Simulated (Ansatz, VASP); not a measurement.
Sn5H in VASP and in Ansatz

INCAR

```
SYSTEM = Sn5H
ALGO = Normal
EDIFF = 1E-6
EDIFFG = -0.08
ENCUT = 600
GGA = PE
IBRION = 2
ISIF = 3
ISMEAR = 0
LASPH = .TRUE.
LCHARG = .FALSE.
LREAL = .FALSE.
LWAVE = .FALSE.
NELM = 60
NSW = 36
PREC = Accurate
SIGMA = 0.2
```

The input KPOINTS:

```
k-points
0
G
  3 3 3
  0 0 0
```

POSCAR

```
Sn5H
1.0
    3.0421989500      1.7564143800      5.5238379700
   -3.0421989500      1.7564143800      5.5238379700
    0.0000000000     -3.5128287700      5.5238379700
Sn H
5 1
Direct
    0.0000000000      0.0000000000      0.0000000000
    0.8651483700      0.8651483700      0.8651483700
    0.1348516300      0.1348516300      0.1348516300
    0.7055485000      0.7055485000      0.7055485000
    0.2944515000      0.2944515000      0.2944515000
    0.5000000000      0.5000000000      0.5000000000
```

Input for Ansatz:

```yaml
crystal:
  lattice:
    - [3.04219895, 1.75641438, 5.52383797]
    - [-3.04219895, 1.75641438, 5.52383797]
    - [0.0, -3.51282877, 5.52383797]
  atoms:
    - { symbol: Sn, position: [0.0, 0.0, 0.0] }
    - { symbol: Sn, position: [0.86514837, 0.86514837, 0.86514837] }
    - { symbol: Sn, position: [0.13485163, 0.13485163, 0.13485163] }
    - { symbol: Sn, position: [0.7055485, 0.7055485, 0.7055485] }
    - { symbol: Sn, position: [0.2944515, 0.2944515, 0.2944515] }
    - { symbol: H, position: [0.5, 0.5, 0.5] }
basis:
  ecutwfc: 420
kpoints:
  mp_grid: { grid: [3, 3, 3] }
hamiltonian:
  xc: pbe
scf:
  occupations: { method: gaussian, width: 0.2 }
  lower_state_search: "off"
output:
  forces: true
  stress: true
  eigenvalues: true
relax:
  adjacent_minimum: "off"
  f_tol: 0.08
  max_steps: 16
  cell: { stress_tol: 0.8 }
```

Alike in both runs: task relaxation of cell and atoms; functional PBE; k mesh 3 × 3 × 3; occupations gaussian, width 0.2 eV; no spin polarisation.

```csv
,VASP,Ansatz
version,VASP 6.6.1,Ansatz 0.2.0
potentials or method,"VASP PAW PBE potentials, release 64 (Sn_d, H), cutoff 600 eV","scalar-relativistic, plane waves, PAW"
valence electrons in the cell,71,71
```

|  | VASP | Ansatz | Ansatz less VASP |
| --- | --- | --- | --- |
| gap on the k mesh at the Fermi level, each at its own relaxed structure (eV) | none | none | - |
| relaxed volume (Å³/atom) | 26.96 | 24.39 | -2.569 |
| relaxed cell length with the largest relative difference (Å) | 8.018 | 6.367 | -1.6511 |

A gap of «none» marks a metal or a gap that the smearing closes. One of these differences is far larger than is usual between the two programs; its cause wasn't traced.

The k mesh is coarse, so the values compare programs but aren't converged.
